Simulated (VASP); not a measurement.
# Sn3PbSe4 (Pm-3m) in VASP: notebook

Sn3PbSe4 is run at these levels: PBE; tasks: single point.

Everything below comes from runs of VASP 6.6.1. Logs are shortened: lines on timing, memory, paths and dates and some standing lists are left out, and cuts for length are marked.

### 1 The cell of the first run

It takes space group Pm-3m (No. 221, cubic). The conventional cell has a = 6.104 Å, b = 6.104 Å, c = 6.104 Å, α = 90.00°, β = 90.00°, γ = 90.00°. Sn (site symmetry 4/mmm) has 6 Se at 3.05 Å within 4.0 Å. Pb (site symmetry m-3m) has 6 Se at 3.05 Å within 4.0 Å. Se (site symmetry 4/mmm) has 4 Sn at 3.05 Å and 2 Pb at 3.05 Å within 4.0 Å. Se (site symmetry m-3m) has 6 Sn at 3.05 Å within 4.0 Å.

### 2 Single point, PBE

The input, INCAR:

```
SYSTEM = Sn3PbSe4
  PREC = Accurate
  ENCUT = 520
  EDIFF = 1E-6
  ISMEAR = 0
  SIGMA = 0.1
  LREAL = .False.
  LASPH = .True.
  NELM = 60
  ALGO = Normal
  ISIF = 2
  LWAVE = .False.
  LCHARG = .False.
  GGA = PE
  NBANDS = 50
```

The input, KPOINTS:

```
regular mesh
0
Gamma
  4 4 4
  0 0 0
```

The input, POSCAR:

```
Sn3PbSe4
1.0
    6.1036531000      0.0000000000      0.0000000000
    0.0000000000      6.1036531000      0.0000000000
    0.0000000000      0.0000000000      6.1036531000
Sn Pb Se
3 1 4
Direct
    0.5000000000      0.0000000000      0.0000000000
    0.0000000000      0.0000000000      0.5000000000
    0.0000000000      0.5000000000      0.0000000000
    0.5000000000      0.5000000000      0.5000000000
    0.0000000000      0.5000000000      0.5000000000
    0.5000000000      0.5000000000      0.0000000000
    0.0000000000      0.0000000000      0.0000000000
    0.5000000000      0.0000000000      0.5000000000
```

Potentials or basis: VASP PAW PBE potentials, release 64 (Sn_d, Pb_d, Se).

Started as:

```console
> cat potpaw_PBE.64/Sn_d/POTCAR potpaw_PBE.64/Pb_d/POTCAR potpaw_PBE.64/Se/POTCAR > POTCAR
> mpirun -np 1 vasp_std > vasp.out
```

OUTCAR:

```text
SYSTEM = Sn3PbSe4
   PREC = Accurate
   ENCUT = 520
   EDIFF = 1E-6
   ISMEAR = 0
   LREAL = .False.
   LASPH = .True.
   NELM = 60
   ISIF = 2
   GGA = PE

 ion  position               nearest neighbor table
   1  0.500  0.000  0.000-   6 3.05   7 3.05   8 3.05   8 3.05   6 3.05   7 3.05
   2  0.000  0.000  0.500-   5 3.05   7 3.05   8 3.05   7 3.05   5 3.05   8 3.05
   3  0.000  0.500  0.000-   5 3.05   6 3.05   7 3.05   5 3.05   7 3.05   6 3.05
   4  0.500  0.500  0.500-   5 3.05   6 3.05   8 3.05   6 3.05   8 3.05   5 3.05
   5  0.000  0.500  0.500-   2 3.05   3 3.05   4 3.05   3 3.05   2 3.05   4 3.05
   6  0.500  0.500  0.000-   1 3.05   3 3.05   4 3.05   4 3.05   1 3.05   3 3.05
   7  0.000  0.000  0.000-   1 3.05   2 3.05   3 3.05   2 3.05   3 3.05   1 3.05
   8  0.500  0.000  0.500-   1 3.05   2 3.05   4 3.05   1 3.05   4 3.05   2 3.05

  LATTYP: Found a simple cubic cell.
 ALAT       =     6.1036531000

  Lattice vectors:

 A1 = (   6.1036531000,   0.0000000000,   0.0000000000)
 A2 = (   0.0000000000,   6.1036531000,   0.0000000000)
 A3 = (   0.0000000000,   0.0000000000,   6.1036531000)

Analysis of symmetry for initial positions (statically):
=====================================================================
 Subroutine PRICEL returns:
 Original cell was already a primitive cell.

 Routine SETGRP: Setting up the symmetry group for a
 simple cubic supercell.

 Subroutine GETGRP returns: Found 48 space group operations
 (whereof 48 operations were pure point group operations)
 out of a pool of 48 trial point group operations.

The static configuration has the point symmetry O_h .

Analysis of symmetry for dynamics (positions and initial velocities):
=====================================================================
 Subroutine PRICEL returns:
 Original cell was already a primitive cell.

 Routine SETGRP: Setting up the symmetry group for a
 simple cubic supercell.

 Subroutine GETGRP returns: Found 48 space group operations
 (whereof 48 operations were pure point group operations)
 out of a pool of 48 trial point group operations.

The dynamic configuration has the point symmetry O_h .

 Subroutine INISYM returns: Found 48 space group operations
 (whereof 48 operations are pure point group operations),
 and found     1 'primitive' translations

----------------------------------------------------------------------------------------

                                     Primitive cell

  volume of cell :     227.3890

[... 92 lines left out ...]
   ISYM   =      2    0-nonsym 1-usesym 2-fastsym
   POTIM  = 0.5000    time-step for ionic-motion
   TEBEG  =    0.0;   TEEND  =   0.0 temperature during run
   PSTRESS=    0.0 pullay stress
   NELECT =      80.0000    total number of electrons
   NUPDOWN=      -1.0000    fix difference up-down
   EMIN   =  10.00;   EMAX   =-10.00  energy-range for DOS
   EFERMI =   0.00;   METHOD = LEGACY
   ISMEAR =     0;   SIGMA  =   0.10  broadening in eV -4-tet -1-fermi 0-gaus
   EFERMI_NEDOS =   21; number of points for ismear=-14 and -15
   IALGO  =     38    algorithm
   IMIX   =      4    mixing-type and parameters
     AMIX     =   0.40;   BMIX     =  1.00
     AMIX_MAG =   1.60;   BMIX_MAG =  1.00
  volume/ion in A,a.u.               =      28.42       191.81
  Fermi-wavevector in a.u.,A,eV,Ry     =   1.155709  2.183972 18.172787  1.335662
  Thomas-Fermi vector in A             =   2.292335
   LORBIT       =      0    0 simple, 1 ext, 2 COOP (PROOUT), +10 PAW based schemes
   GGA     = PE    functional components
   LHFCALC =     F    Hartree Fock is set to
   AEXX    =    0.0000 exact exchange contribution
   IVDW    =     0    specifies the selected vdW correction
   LEPSILON=     F    determine dielectric tensor
   LRPA    =     F    only Hartree local field effects (RPA)
 non-spin polarized calculation
 Gauss-broadening in eV      SIGMA  =   0.10
  energy-cutoff  :      520.00
  volume of cell :      227.39
 maximum number of plane-waves:      6152
 NGX is ok and might be reduce to    48
   NGX = 23   NGY = 23   NGZ = 23

 number of electron      80.0000044 magnetization

 Free energy of the ion-electron system (eV)
  ---------------------------------------------------
  ext. energy  EPLUGINS =         0.00000000
  ---------------------------------------------------
  free energy    TOTEN  =       -32.75304047 eV

  energy without entropy =      -32.75032661  energy(sigma->0) =      -32.75168354

 E-fermi :   5.2770     XC(G=0):  -9.4531

 val. band max:        5.2389782002   @ k =   0.5000   0.5000   0.5000
 cond. band min:       5.6318985678   @ k =   0.5000   0.5000   0.5000
 fundamental gap:      0.3929203676
 Fermi energy:         5.2769662783

 k-point     1 :       0.0000    0.0000    0.0000
  band No.  band energies     occupation
      1     -16.4587      2.00000
      2     -16.4492      2.00000
      3     -16.4492      2.00000
      4     -16.4432      2.00000
      5     -16.4432      2.00000
      6     -16.4432      2.00000
[... 519 lines left out ...]
     49       6.4482      0.00000
     50       6.6642      0.00000

------------------------ aborting loop because EDIFF is reached ----------------------------------------

  FORCE on cell =-STRESS in cart. coord.  units (eV):
  Direction    XX          YY          ZZ          XY          YZ          ZX
  --------------------------------------------------------------------------------------
  -------------------------------------------------------------------------------------
  Total       -0.1868265     -0.1868265     -0.1868265      0.0000000     -0.0000000      0.0000000
  in kB       -1.3163747     -1.3163747     -1.3163747      0.0000000     -0.0000000      0.0000000
  external PRESSURE =      -1.3163747 kB  Pullay stress =       0.0000000 kB

 VOLUME and BASIS-vectors are now :
 -----------------------------------------------------------------------------
  energy-cutoff  :      520.00
  volume of cell :      227.39
      direct lattice vectors                 reciprocal lattice vectors
     6.103653100  0.000000000  0.000000000     0.163836310  0.000000000  0.000000000
     0.000000000  6.103653100  0.000000000     0.000000000  0.163836310  0.000000000
     0.000000000  0.000000000  6.103653100     0.000000000  0.000000000  0.163836310

 POSITION                                       TOTAL-FORCE (eV/Angst)
 -----------------------------------------------------------------------------------
      3.05183      0.00000      0.00000         0.000000      0.000000      0.000000
      0.00000      0.00000      3.05183         0.000000      0.000000      0.000000
      0.00000      3.05183      0.00000         0.000000      0.000000      0.000000
      3.05183      3.05183      3.05183         0.000000      0.000000      0.000000
      0.00000      3.05183      3.05183         0.000000      0.000000      0.000000
      3.05183      3.05183      0.00000         0.000000      0.000000      0.000000
      0.00000      0.00000      0.00000         0.000000      0.000000      0.000000
      3.05183      0.00000      3.05183         0.000000      0.000000      0.000000
 -----------------------------------------------------------------------------------
    total drift:                                0.000000      0.000000      0.000000

  FREE ENERGIE OF THE ION-ELECTRON SYSTEM (eV)
  ---------------------------------------------------
  free  energy   TOTEN  =       -32.7530404652 eV

  energy  without entropy=      -32.7503266093  energy(sigma->0) =      -32.75168354
```

OSZICAR:

```text
N       E                     dE             d eps       ncg     rms          rms(c)
DAV:   1     0.877218129162E+03    0.87722E+03   -0.36257E+04  1034   0.194E+03
DAV:   2     0.120917687076E+03   -0.75630E+03   -0.73083E+03  1000   0.553E+02
DAV:   3    -0.224464595350E+02   -0.14336E+03   -0.13655E+03  1188   0.211E+02
DAV:   4    -0.331822026351E+02   -0.10736E+02   -0.10472E+02  1222   0.564E+01
DAV:   5    -0.336378092925E+02   -0.45561E+00   -0.45256E+00  1304   0.123E+01    0.573E+00
DAV:   6    -0.327372194544E+02    0.90059E+00   -0.17965E+00  1350   0.627E+00    0.336E+00
DAV:   7    -0.327457228864E+02   -0.85034E-02   -0.56247E-01  1436   0.242E+00    0.164E+00
DAV:   8    -0.327540481758E+02   -0.83253E-02   -0.54371E-02  1320   0.156E+00    0.268E-01
DAV:   9    -0.327525598009E+02    0.14884E-02   -0.86582E-03  1350   0.585E-01    0.108E-01
DAV:  10    -0.327529700616E+02   -0.41026E-03   -0.13790E-03  1272   0.140E-01    0.462E-02
DAV:  11    -0.327530394725E+02   -0.69411E-04   -0.15627E-04  1372   0.746E-02    0.700E-03
DAV:  12    -0.327530403579E+02   -0.88545E-06   -0.13224E-05  1262   0.248E-02    0.336E-03
DAV:  13    -0.327530404652E+02   -0.10725E-06   -0.46742E-07   752   0.440E-03
   1 F= -.32753040E+02 E0= -.32751684E+02  d E =-.271386E-02
```

stdout:

```text
POSCAR found type information on POSCAR SnPbSe
 POSCAR found :  3 types and       8 ions
 scaLAPACK will be used
 LDA part: xc-table for (Slater+PW92), standard interpolation
 POSCAR, INCAR and KPOINTS ok, starting setup
 FFT: planning ... GRIDC
 FFT: planning ... GRID_SOFT
 FFT: planning ... GRID
 WAVECAR not read
 entering main loop
```

Wall time 3.4 min (1 thread of AMD EPYC 7R13, shared host); peak memory 0.34 GiB.

What came out:

```
Free energy            : -32.7530 eV
Pressure               : -0.1 GPa
Band gap on the k mesh : zero (filled and empty bands touch)
```

Caveat: semilocal functionals underestimate gaps, so a narrow gap can read as zero; spin-orbit coupling is left out, which moves the levels of the heavy elements.

### 3 Single point, PBE

The input, INCAR:

```
ALGO = Normal
EDIFF = 1E-6
ENCUT = 520
GGA = PE
ISIF = 2
ISMEAR = 0
LASPH = T
LCHARG = F
LREAL = F
LWAVE = F
NBANDS = 50
NELM = 100
PREC = Accurate
SIGMA = 0.1
```

The input, KPOINTS:

```
k-points
0
Gamma
  6 6 6
```

POSCAR is that of step 2.

Potentials or basis: VASP PAW PBE potentials, release 64 (Sn_d, Pb_d, Se).

Started as:

```console
> cat potpaw_PBE.64/Sn_d/POTCAR potpaw_PBE.64/Pb_d/POTCAR potpaw_PBE.64/Se/POTCAR > POTCAR
> mpirun -np 1 vasp_std > vasp.out
```

Wall time 6.9 min (1 thread of AMD EPYC 7R13, shared host); peak memory 0.41 GiB.

It converged, with:

* Free energy: -32.8110 eV
* Pressure: 0.0 GPa
* Band gap on the k mesh: zero (filled and empty bands touch)

Levels at points of the mesh, in eV from the Fermi level:
| k point | band 36 | band 37 | band 38 | band 39 | band 40 | band 41 | band 42 | band 43 | band 44 | band 45 |
| --- | --- | --- | --- | --- | --- | --- | --- | --- | --- | --- |
| (0.00, 0.00, 0.00) | -3.53 | -3.53 | -2.17 | -2.17 | -2.17 | 3.15 | 3.15 | 3.15 | 4.15 | 4.15 |
| (0.50, 0.00, 0.00) | -2.92 | -1.84 | -1.72 | -0.98 | -0.91 | 1.35 | 1.48 | 1.93 | 2.08 | 3.93 |
| (0.50, 0.50, 0.00) | -1.90 | -1.07 | -0.70 | -0.70 | -0.69 | 0.98 | 1.04 | 1.09 | 1.09 | 1.62 |
| (0.50, 0.50, 0.50) | -1.77 | -0.30 | -0.08 | -0.04 | -0.04 | -0.04 | 0.36 | 0.36 | 0.36 | 1.16 |

Caveat: semilocal functionals underestimate gaps, so a narrow gap can read as zero; spin-orbit coupling is left out, which moves the levels of the heavy elements.
